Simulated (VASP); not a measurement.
Wanted: the native input for a VASP 6.6.1 run.

- Task: single point
- Functional: LDA
- Potentials or basis: VASP PAW LDA potentials, release 64 (Mg, O)
- Cutoff: 600 eV
- k mesh: 8 × 8 × 8
- Occupations: gaussian, width 0.01 eV
- Spin: no spin polarisation
- Dipole correction: no
- Further INCAR settings: ALGO = Normal; EDIFF = 1e-06; NBANDS = 11

The structure of MgO (lda) lies in POSCAR:

```
MgO
1.0
    0.0000000000      2.0595237678      2.0929403819
    2.0595237678      0.0000000000      2.0929403819
    2.0595237678      2.0595237678      0.0000000000
Mg O
1 1
Direct
    0.0000000000      0.0000000000      0.0000000000
    0.5000000000      0.5000000000      0.5000000000
```

These files were run (other wordings do the same):

INCAR

```
ALGO = Normal
EDIFF = 1E-6
ENCUT = 600
GGA = CA
GGA_COMPAT = False
ISIF = 2
ISMEAR = 0
LASPH = True
LCHARG = True
LELF = True
LREAL = False
LVHAR = True
LWAVE = False
NBANDS = 11
NELM = 120
PREC = Accurate
SIGMA = 0.01
```

KPOINTS

```
k-points
0
Gamma
  8 8 8
```

Potentials or basis: VASP PAW LDA potentials, release 64 (Mg, O).

The run is started by

```console
$ cat potpaw_LDA.64/Mg/POTCAR potpaw_LDA.64/O/POTCAR > POTCAR
$ mpirun -np 1 vasp_std > vasp.out
```

It gave:

```
Pressure               : 0.4 GPa
Band gap on the k mesh : 5.15 eV, direct
```

Run time: 13 s on 1 thread of Intel Xeon 8259CL, on a shared host, peak memory 0.14 GiB.
